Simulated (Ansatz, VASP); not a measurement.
## TiC in VASP and in Ansatz

```
Ti C
1.0
     3.04528    0.00000    0.00000
    -1.52264    2.63729    0.00000
     0.00000    0.00000    2.69390
Ti C
1 1
Direct
  0.00000 0.00000 0.00000
  0.33333 0.66667 0.50000
```

Alike in both runs: task single point; functional PBE; k mesh 16 × 16 × 14; occupations gaussian, width 0.2 eV; no spin polarisation.

|  | VASP | Ansatz |
| --- | --- | --- |
| version | VASP 6.6.1 | Ansatz 0.2.0 |
| potentials or method | VASP PAW PBE potentials, release 64 (Ti_sv, C), cutoff 520 eV | all-electron LAPW, scalar-relativistic |

Ansatz gave:

| Quantity | Value |
| --- | --- |
| pressure (GPa) | 0.0 |

**Question.** Estimate VASP's values.

**Answer.** Pressure (GPa): 0.2.

Ansatz ran all-electron here, and VASP with PAW potentials.
